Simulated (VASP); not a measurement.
# Mn (Fm-3m) in VASP: a series of runs

Mn is run at these levels: BLYP; tasks: single point.

Everything below comes from runs of VASP 6.6.1. Logs are shortened: lines on timing, memory, paths and dates and some standing lists are left out, and cuts for length are marked.

**1. The cell of the first run**

It takes space group Fm-3m (No. 225, cubic). The conventional cell has a = 3.398 Å, b = 3.398 Å, c = 3.398 Å, α = 90.00°, β = 90.00°, γ = 90.00°. Mn (site symmetry m-3m) has 12 Mn at 2.40 Å within 3.2 Å.

**2. Single point, BLYP (volume scaled by 0.88)**

INCAR

```
SYSTEM = Mn
PREC = Accurate
ENCUT = 520
EDIFF = 1E-6
ISMEAR = -1
SIGMA = 0.1
LREAL = .FALSE.
LASPH = .TRUE.
NELM = 60
ALGO = Normal
ISIF = 2
LWAVE = .FALSE.
LCHARG = .TRUE.
GGA = B5
ALDAX = 1.0
AGGAX = 1.0
AGGAC = 1.0
ALDAC = 0.0
LELF = .TRUE.
LVHAR = .TRUE.
NBANDS = 12
```

KPOINTS

```
Automatic mesh
0
G
  25 25 25
  0 0 0
```

POSCAR

```
Mn
1.0
    0.0000000000      1.6991852782      1.6991852782
    1.6991852782      0.0000000000      1.6991852782
    1.6991852782      1.6991852782      0.0000000000
Mn
1
Direct
    0.0000000000      0.0000000000      0.0000000000
```

Potentials or basis: VASP PAW PBE potentials, release 64 (Mn_pv).

Started as:

```
$ cat potpaw_PBE.64/Mn_pv/POTCAR > POTCAR
$ mpirun -np 1 vasp_std > vasp.out
```

OUTCAR:

```text
SYSTEM = Mn
   PREC = Accurate
   ENCUT = 520
   EDIFF = 1E-6
   ISMEAR = -1
   LREAL = .FALSE.
   LASPH = .TRUE.
   NELM = 60
   ISIF = 2
   GGA = B5

 ion  position               nearest neighbor table
   1  0.000  0.000  0.000-

  LATTYP: Found a face centered cubic cell.
 ALAT       =     3.3983705564

  Lattice vectors:

 A1 = (   0.0000000000,   1.6991852782,   1.6991852782)
 A2 = (   1.6991852782,   0.0000000000,   1.6991852782)
 A3 = (   1.6991852782,   1.6991852782,   0.0000000000)

Analysis of symmetry for initial positions (statically):
=====================================================================
 Subroutine PRICEL returns:
 Original cell was already a primitive cell.

 Routine SETGRP: Setting up the symmetry group for a
 face centered cubic supercell.

 Subroutine GETGRP returns: Found 48 space group operations
 (whereof 48 operations were pure point group operations)
 out of a pool of 48 trial point group operations.

The static configuration has the point symmetry O_h .

Analysis of symmetry for dynamics (positions and initial velocities):
=====================================================================
 Subroutine PRICEL returns:
 Original cell was already a primitive cell.

 Routine SETGRP: Setting up the symmetry group for a
 face centered cubic supercell.

 Subroutine GETGRP returns: Found 48 space group operations
 (whereof 48 operations were pure point group operations)
 out of a pool of 48 trial point group operations.

The dynamic configuration has the point symmetry O_h .

 Subroutine INISYM returns: Found 48 space group operations
 (whereof 48 operations are pure point group operations),
 and found     1 'primitive' translations

----------------------------------------------------------------------------------------

                                     Primitive cell

  volume of cell :       9.8119

  direct lattice vectors                    reciprocal lattice vectors
     0.000000000  1.699185278  1.699185278    -0.294258670  0.294258670  0.294258670
     1.699185278  0.000000000  1.699185278     0.294258670 -0.294258670  0.294258670
     1.699185278  1.699185278  0.000000000     0.294258670  0.294258670 -0.294258670

  length of vectors
     2.403010865  2.403010865  2.403010865     0.509670967  0.509670967  0.509670967

  position of ions in fractional coordinates (direct lattice)
     0.000000000  0.000000000  0.000000000

  ion indices of the primitive-cell ions
   primitive index   ion index
                 1           1

----------------------------------------------------------------------------------------

 KPOINTS: Automatic mesh

Automatic generation of k-mesh.
 Grid dimensions read from file:
 generate k-points for:   25   25   25

 Generating k-lattice:

  Cartesian coordinates                     Fractional coordinates (reciprocal lattice)
    -0.011770347  0.011770347  0.011770347     0.040000000  0.000000000  0.000000000
     0.011770347 -0.011770347  0.011770347     0.000000000  0.040000000  0.000000000
     0.011770347  0.011770347 -0.011770347     0.000000000  0.000000000  0.040000000

  Length of vectors
     0.020386839  0.020386839  0.020386839

  Shift w.r.t. Gamma in fractional coordinates (k-lattice)
     0.000000000  0.000000000  0.000000000

 Subroutine IBZKPT returns following result:
 ===========================================

 Found    455 irreducible k-points:

 Following reciprocal coordinates:
            Coordinates               Weight
  0.000000  0.000000  0.000000      1.000000
  0.040000  0.000000  0.000000      8.000000
  0.080000  0.000000  0.000000      8.000000
  0.120000  0.000000  0.000000      8.000000
  0.160000  0.000000  0.000000      8.000000
  0.200000  0.000000  0.000000      8.000000
[... 16 lines left out ...]
  0.400000  0.040000  0.000000     24.000000
  0.440000  0.040000  0.000000     24.000000
 [... further k-points ...]
   k-points           NKPTS =    455   k-points in BZ     NKDIM =    455   number of bands    NBANDS=     12
   number of dos      NEDOS =    301   number of ions     NIONS =      1
   total plane-waves  NPLWV =   5832
   dimension x,y,z NGX =    18 NGY =   18 NGZ =   18
   dimension x,y,z NGXF=    36 NGYF=   36 NGZF=   36
   ions per type =               1
   NGX,Y,Z   is equivalent  to a cutoff of  12.45, 12.45, 12.45 a.u.
   NGXF,Y,Z  is equivalent  to a cutoff of  24.91, 24.91, 24.91 a.u.
 SYSTEM =  Mn
   PREC   = accura    normal or accurate (medium, high low for compatibility)
   ISTART =      0    job   : 0-new  1-cont  2-samecut
   ICHARG =      2    charge: 1-file 2-atom 10-const
   ISPIN  =      1    spin polarized calculation?
   LNONCOLLINEAR =      F non collinear calculations
   LSORBIT =      F    spin-orbit coupling
   LASPH  =      T    aspherical Exc in radial PAW
   ENCUT  =  520.0 eV  38.22 Ry    6.18 a.u.   4.47  4.47  4.47*2*pi/ulx,y,z
   NELM   =     60;   NELMIN=  2; NELMDL= -5     # of ELM steps
   EDIFF  = 0.1E-05   stopping-criterion for ELM
   LREAL  =      F    real-space projection
   EDIFFG = 0.1E-04   stopping-criterion for IOM
   NSW    =      0    number of steps for IOM
   IBRION =     -1    ionic relax: 0-MD 1-quasi-New 2-CG
   NFREE  =      0    steps in history (QN), initial steepest desc. (CG)
   ISIF   =      2    stress and relaxation
   ISYM   =      2    0-nonsym 1-usesym 2-fastsym
   POTIM  = 0.5000    time-step for ionic-motion
   TEBEG  =    0.0;   TEEND  =   0.0 temperature during run
   PSTRESS=    0.0 pullay stress
   NELECT =      13.0000    total number of electrons
   NUPDOWN=      -1.0000    fix difference up-down
   EMIN   =  10.00;   EMAX   =-10.00  energy-range for DOS
   EFERMI =   0.00;   METHOD = LEGACY
   ISMEAR =    -1;   SIGMA  =   0.10  broadening in eV -4-tet -1-fermi 0-gaus
   EFERMI_NEDOS =   21; number of points for ismear=-14 and -15
   IALGO  =     38    algorithm
   IMIX   =      4    mixing-type and parameters
     AMIX     =   0.40;   BMIX     =  1.00
     AMIX_MAG =   1.60;   BMIX_MAG =  1.00
  volume/ion in A,a.u.               =       9.81        66.21
  Fermi-wavevector in a.u.,A,eV,Ry     =   1.798064  3.397849 43.988114  3.233035
  Thomas-Fermi vector in A             =   2.859279
   LORBIT       =      0    0 simple, 1 ext, 2 COOP (PROOUT), +10 PAW based schemes
   GGA     = B5    functional components
   LHFCALC =     F    Hartree Fock is set to
   AEXX    =    0.0000 exact exchange contribution
   IVDW    =     0    specifies the selected vdW correction
   LEPSILON=     F    determine dielectric tensor
   LRPA    =     F    only Hartree local field effects (RPA)
 non-spin polarized calculation
  energy-cutoff  :      520.00
  volume of cell :        9.81
 maximum number of plane-waves:       278
 NGX is ok and might be reduce to    18
   NGX =  9   NGY =  9   NGZ =  9

 number of electron      12.9999996 magnetization

 Free energy of the ion-electron system (eV)
  ---------------------------------------------------
  ext. energy  EPLUGINS =         0.00000000
  ---------------------------------------------------
  free energy    TOTEN  =        -7.61394376 eV

  energy without entropy =       -7.56897721  energy(sigma->0) =       -7.59146048

 E-fermi :  12.3482     XC(G=0): -13.9844

 val. band max:       12.3433382281   @ k =  -0.4800   0.4000   0.0800
 cond. band min:      12.3493541570   @ k =   0.4400   0.2400   0.0400
 fundamental gap:      0.0060159289
 Fermi energy:        12.3482007736

 k-point     1 :       0.0000    0.0000    0.0000
  band No.  band energies     occupation
      1     -35.0656      2.00000
      2     -35.0656      2.00000
      3     -35.0656      2.00000
      4       3.8751      2.00000
      5      11.0037      2.00000
      6      11.0037      2.00000
      7      11.0037      2.00000
      8      12.9487      0.00492
      9      12.9487      0.00492
     10      34.5939      0.00000
     11      40.9919      0.00000
     12      40.9919      0.00000

 k-point     2 :       0.0400    0.0000    0.0000
  band No.  band energies     occupation
      1     -35.0825      2.00000
      2     -35.0677      2.00000
      3     -35.0677      2.00000
      4       3.9490      2.00000
      5      10.9708      2.00000
      6      11.0283      2.00000
      7      11.0284      2.00000
      8      12.9350      0.00564
      9      12.9350      0.00564
     10      34.6210      0.00000
     11      40.2662      0.00000
     12      41.0196      0.00000

 k-point     3 :       0.0800    0.0000    0.0000
  band No.  band energies     occupation
      1     -35.1318      2.00000
      2     -35.0739      2.00000
      3     -35.0739      2.00000
      4       4.1676      2.00000
      5      10.8777      2.00000
      6      11.0975      1.99999
      7      11.0975      1.99999
      8      12.8996      0.00803
      9      12.8996      0.00803
     10      34.6560      0.00000
     11      38.7836      0.00000
     12      41.0975      0.00000
[... 286 lines left out ...]
 k-point    23 :       0.4000    0.0400    0.0000
  band No.  band energies     occupation
      1     -35.9711      2.00000
      2     -35.1925      2.00000
      3     -35.1852      2.00000
      4       7.3886      2.00000
      5      10.9554      2.00000
      6      11.0710      1.99999
      7      11.7410      1.99540
      8      14.0148      0.00000
      9      14.0444      0.00000
     10      24.7662      0.00000
     11      33.9532      0.00000
     12      39.6666      0.00000

 k-point    24 :       0.4400    0.0400    0.0000
  band No.  band energies     occupation
      1     -36.0393      2.00000
      2     -35.1992      2.00000
      3     -35.1971      2.00000
      4       7.4315      2.00000
      5      10.8788      2.00000
      6      10.9924      2.00000
      7      12.3537      0.97241
      8      14.1989      0.00000
      9      14.3376      0.00000
     10      23.5634      0.00000
     11      33.6572      0.00000
     12      39.6157      0.00000

 [... further k-points ...]
[... 5 lines left out ...]
  --------------------------------------------------------------------------------------
  -------------------------------------------------------------------------------------
  Total        2.6234496      2.6234496      2.6234496     -0.0000000      0.0000000      0.0000000
  in kB      428.3818877    428.3818877    428.3818877     -0.0000000      0.0000000      0.0000000
  external PRESSURE =     428.3818877 kB  Pullay stress =       0.0000000 kB

 VOLUME and BASIS-vectors are now :
 -----------------------------------------------------------------------------
  energy-cutoff  :      520.00
  volume of cell :        9.81
      direct lattice vectors                 reciprocal lattice vectors
     0.000000000  1.699185278  1.699185278    -0.294258670  0.294258670  0.294258670
     1.699185278  0.000000000  1.699185278     0.294258670 -0.294258670  0.294258670
     1.699185278  1.699185278  0.000000000     0.294258670  0.294258670 -0.294258670

 POSITION                                       TOTAL-FORCE (eV/Angst)
 -----------------------------------------------------------------------------------
      0.00000      0.00000      0.00000        -0.000000      0.000000     -0.000000
 -----------------------------------------------------------------------------------
    total drift:                                0.000000     -0.000000      0.000000

  FREE ENERGIE OF THE ION-ELECTRON SYSTEM (eV)
  ---------------------------------------------------
  free  energy   TOTEN  =        -7.6139437559 eV

  energy  without entropy=       -7.5689772105  energy(sigma->0) =       -7.59146048
```

Wall time 40 s (1 thread of AMD EPYC 7R13 (Zen 3), shared host); peak memory 0.13 GiB.

What came out:

| Property | Result |
| --- | --- |
| Free energy | -7.6139 eV |
| Pressure | 42.8 GPa |

Levels at points of the mesh, in eV from the Fermi level:
| k point | band 5 | band 6 | band 7 | band 8 | band 9 | band 10 |
| --- | --- | --- | --- | --- | --- | --- |
| (0.00, 0.00, 0.00) | -1.34 | -1.34 | -1.34 | 0.60 | 0.60 | 22.25 |

Caveat: the PAW data sets were made with another functional, which shifts forces and pressure a little; the run has no spin polarisation, though such a crystal can be magnetic.

**3. Single point, BLYP (volume scaled by 1.04)**

INCAR

```
PREC = Accurate
ENCUT = 520
EDIFF = 1E-6
ISMEAR = -1
SIGMA = 0.1
LREAL = F
LASPH = T
NELM = 60
ALGO = Normal
ISIF = 2
LWAVE = F
LCHARG = F
GGA = B5
ALDAX = 1.0
AGGAX = 1.0
AGGAC = 1.0
ALDAC = 0.0
NBANDS = 12
```

KPOINTS

```
regular mesh
0
Gamma
  25 25 25
```

POSCAR

```
Mn
1.0
    0.0000000000      1.7964878834      1.7964878834
    1.7964878834      0.0000000000      1.7964878834
    1.7964878834      1.7964878834      0.0000000000
Mn
1
Direct
    0.0000000000      0.0000000000      0.0000000000
```

Potentials or basis: VASP PAW PBE potentials, release 64 (Mn_pv).

Started as:

```
$ cat potpaw_PBE.64/Mn_pv/POTCAR > POTCAR
$ mpirun -np 1 vasp_std > vasp.out
```

OUTCAR:

```text
PREC = Accurate
   ENCUT = 520
   EDIFF = 1E-6
   ISMEAR = -1
   LREAL = F
   LASPH = T
   NELM = 60
   ISIF = 2
   GGA = B5

 ion  position               nearest neighbor table
   1  0.000  0.000  0.000-

  LATTYP: Found a face centered cubic cell.
 ALAT       =     3.5929757668

  Lattice vectors:

 A1 = (   0.0000000000,   1.7964878834,   1.7964878834)
 A2 = (   1.7964878834,   0.0000000000,   1.7964878834)
 A3 = (   1.7964878834,   1.7964878834,   0.0000000000)

Analysis of symmetry for initial positions (statically):
[... 527 lines left out ...]
      4       5.7910      2.00000
      5       8.7872      1.99998
      6       8.8746      1.99994
      7       9.8197      1.47371
      8      11.3783      0.00000
      9      11.4928      0.00000
     10      19.2094      0.00000
     11      30.0812      0.00000
     12      34.1277      0.00000

 [... further k-points ...]
[... 5 lines left out ...]
  --------------------------------------------------------------------------------------
  -------------------------------------------------------------------------------------
  Total       -0.6388711     -0.6388711     -0.6388711      0.0000000      0.0000000      0.0000000
  in kB      -88.2715908    -88.2715908    -88.2715908      0.0000000      0.0000000      0.0000000
  external PRESSURE =     -88.2715908 kB  Pullay stress =       0.0000000 kB

 VOLUME and BASIS-vectors are now :
 -----------------------------------------------------------------------------
  energy-cutoff  :      520.00
  volume of cell :       11.60
      direct lattice vectors                 reciprocal lattice vectors
     0.000000000  1.796487883  1.796487883    -0.278320831  0.278320831  0.278320831
     1.796487883  0.000000000  1.796487883     0.278320831 -0.278320831  0.278320831
     1.796487883  1.796487883  0.000000000     0.278320831  0.278320831 -0.278320831

 POSITION                                       TOTAL-FORCE (eV/Angst)
 -----------------------------------------------------------------------------------
      0.00000      0.00000      0.00000         0.000000     -0.000000      0.000000
 -----------------------------------------------------------------------------------
    total drift:                               -0.000000     -0.000000     -0.000000

  FREE ENERGIE OF THE ION-ELECTRON SYSTEM (eV)
  ---------------------------------------------------
  free  energy   TOTEN  =        -7.7616827016 eV

  energy  without entropy=       -7.7056755583  energy(sigma->0) =       -7.73367913
```

OSZICAR:

```text
N       E                     dE             d eps       ncg     rms          rms(c)
DAV:   1     0.829785591596E+02    0.82979E+02   -0.77925E+03 11016   0.137E+03
DAV:   2    -0.774857083196E+01   -0.90727E+02   -0.87256E+02 11180   0.318E+02
DAV:   3    -0.927440407625E+01   -0.15258E+01   -0.15198E+01 11884   0.484E+01
DAV:   4    -0.928453487857E+01   -0.10131E-01   -0.10130E-01 11844   0.383E+00
DAV:   5    -0.928467862385E+01   -0.14375E-03   -0.14374E-03 11820   0.456E-01    0.115E+01
DAV:   6    -0.785575009039E+01    0.14289E+01   -0.47468E+00 11204   0.424E+01    0.233E+00
DAV:   7    -0.777176498989E+01    0.83985E-01   -0.26716E-01 11508   0.971E+00    0.796E-01
DAV:   8    -0.776251243840E+01    0.92526E-02   -0.38670E-03 12088   0.969E-01    0.292E-01
DAV:   9    -0.776170031488E+01    0.81212E-03   -0.11189E-03 11152   0.545E-01    0.278E-02
DAV:  10    -0.776168406059E+01    0.16254E-04   -0.13702E-05 11896   0.507E-02    0.487E-03
DAV:  11    -0.776168198056E+01    0.20800E-05   -0.55194E-07  7720   0.911E-03    0.197E-03
DAV:  12    -0.776168270157E+01   -0.72101E-06   -0.43755E-08  5712   0.300E-03
   1 F= -.77616827E+01 E0= -.77336791E+01  d E =-.560071E-01
```

stdout:

```text
POSCAR found type information on POSCAR Mn
 POSCAR found :  1 types and       1 ions
 scaLAPACK will be used
 -----------------------------------------------------------------------------
|                                                                             |
|                                                                             |
|     You enforced a specific xc type in the INCAR file but a different       |
|     I HOPE YOU KNOW WHAT YOU ARE DOING!                                     |
|                                                                             |
 -----------------------------------------------------------------------------

 LDA part: xc-table for (Slater(with rela. corr.)+VWN5), standard interpolation
 POSCAR, INCAR and KPOINTS ok, starting setup
 FFT: planning ... GRIDC
 FFT: planning ... GRID_SOFT
 FFT: planning ... GRID
 WAVECAR not read
 entering main loop
```

Run time: 46 s. Hardware: 1 thread of AMD EPYC 7R13 (Zen 3), shared host; peak memory 0.14 GiB.

What came out:

```
Free energy : -7.7617 eV
Pressure    : -8.8 GPa
```

Caveat: the PAW data sets were made with another functional, which shifts forces and pressure a little; the run has no spin polarisation, though such a crystal can be magnetic. Spin polarisation is off, so any magnetic state and its effect on volume and gap are missing.

**4. Single point, BLYP (volume scaled by 1.12)**

INCAR

```
SYSTEM = Mn
PREC = Accurate ; ENCUT = 520
EDIFF = 1E-6 ; ISMEAR = -1
SIGMA = 0.1 ; LREAL = .False.
LASPH = .True. ; NELM = 60
ALGO = Normal ; ISIF = 2
LWAVE = .False. ; LCHARG = .True.
GGA = B5 ; ALDAX = 1.0
AGGAX = 1.0 ; AGGAC = 1.0
ALDAC = 0.0 ; LELF = .True.
LVHAR = .True. ; NBANDS = 12
```

KPOINTS

```
Automatic mesh
0
Gamma
  25 25 25
  0 0 0
```

POSCAR

```
Mn
1.0
    0.0000000000      1.8414185770      1.8414185770
    1.8414185770      0.0000000000      1.8414185770
    1.8414185770      1.8414185770      0.0000000000
Mn
1
Direct
    0.0000000000      0.0000000000      0.0000000000
```

Started as:

```
$ cat potpaw_PBE.64/Mn_pv/POTCAR > POTCAR
$ mpirun -np 1 vasp_std > vasp.out
```

Wall time 48 s (1 thread of AMD EPYC 7R13 (Zen 3), shared host); peak memory 0.15 GiB.

It converged, with:

```
Free energy : -7.6742 eV
Pressure    : -21.7 GPa
```

Levels at points of the mesh, in eV from the Fermi level:
| k point | band 3 | band 4 | band 5 | band 6 | band 7 | band 8 | band 9 | band 10 | band 11 | band 12 |
| --- | --- | --- | --- | --- | --- | --- | --- | --- | --- | --- |
| (0.00, 0.00, 0.00) | -47.54 | -7.42 | -0.95 | -0.95 | -0.95 | 0.43 | 0.43 | 20.63 | 25.37 | 25.37 |

Caveat: the PAW data sets were made with another functional, which shifts forces and pressure a little; the run has no spin polarisation, though such a crystal can be magnetic.

**5. Overview**

```csv
cell,gap on the mesh (eV),pressure (GPa)
"a = 2.403 Å, angles 60.0°, 1 atom",none,42.8
"a = 2.541 Å, angles 60.0°, 1 atom",none,-8.8
"a = 2.604 Å, angles 60.0°, 1 atom",none,-21.7
```

Alike in all rows: task single point; level BLYP; potentials or basis VASP PAW PBE potentials, release 64 (Mn_pv); no spin polarisation; k mesh 25 × 25 × 25; cutoff (eV) 520; smearing fermi-dirac 0.1 eV.

Caveats: the PAW data sets were made with another functional, which shifts forces and pressure a little; the run has no spin polarisation, though such a crystal can be magnetic.

Total energies depend on the potentials used, so only differences within one code and one set of settings carry meaning.
